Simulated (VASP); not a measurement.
A run of VASP 6.6.1 is set up as follows.

File POSCAR:

```
Cd
1.0
    2.9145128854      0.0000000000      0.0000000000
   -1.4572564427      2.5240421984      0.0000000000
    0.0000000000      0.0000000000      5.6274007651
Cd
2
Direct
    0.3333333333      0.6666666667      0.2500000000
    0.6666666667      0.3333333333      0.7500000000
```

INCAR.step1

```
ALGO     = Normal         # electronic algorithm
EDIFF    = 1E-4           # SCF threshold, eV
ENCUT    = 600            # plane-wave cutoff, eV
GGA      = PE             # functional
ISMEAR   = 0              # smearing method
LASPH    = True           # aspherical terms in the spheres
LCHARG   = False          # write CHGCAR
LREAL    = False          # projectors in reciprocal space
LWAVE    = True           # write WAVECAR
NELM     = 100            # most SCF steps
PREC     = Accurate       # precision mode
SIGMA    = 0.1            # smearing width, eV
```

Contents of INCAR.step2:

```
ALGO     = Normal         # electronic algorithm
EDIFF    = 1E-6           # SCF threshold, eV
EDIFFG   = -0.01          # ionic threshold
ENCUT    = 600            # plane-wave cutoff, eV
IBRION   = 2              # ionic algorithm
ISIF     = 4              # what is computed and relaxed
ISMEAR   = 0              # smearing method
ISTART   = 1            
LASPH    = True           # aspherical terms in the spheres
LCHARG   = False          # write CHGCAR
LMIXTAU  = True         
LREAL    = False          # projectors in reciprocal space
LWAVE    = False          # write WAVECAR
METAGGA  = R2SCAN         # meta-GGA
NELM     = 100            # most SCF steps
NSW      = 50             # ionic steps
PREC     = Accurate       # precision mode
SIGMA    = 0.1            # smearing width, eV
```

The input KPOINTS:

```
k-points
0
Gamma
  18 18 8
```

Potentials or basis: VASP PAW PBE potentials, release 64 (Cd).

The run is started by

```bash
$ cat potpaw_PBE.64/Cd/POTCAR > POTCAR
$ cp INCAR.step1 INCAR
$ mpirun -np 1 vasp_std > vasp.out
$ cp INCAR.step2 INCAR
$ mpirun -np 1 vasp_std > vasp.out
```

Problem. What does it give for the band gap on the k mesh?

Solution. Zero (bands 12 and 13 overlap by 4.77 eV).

Final structure:
```cif
data_structure
_symmetry_space_group_name_H-M 'P 1'
_symmetry_Int_Tables_number 1
_cell_length_a 2.9384
_cell_length_b 2.9384
_cell_length_c 5.5362
_cell_angle_alpha 90.000
_cell_angle_beta 90.000
_cell_angle_gamma 120.000
_cell_volume 41.40
loop_
_atom_site_label
_atom_site_type_symbol
_atom_site_fract_x
_atom_site_fract_y
_atom_site_fract_z
_atom_site_occupancy
Cd1 Cd 0.33333 0.66667 0.25000 1
Cd2 Cd 0.66667 0.33333 0.75000 1
```
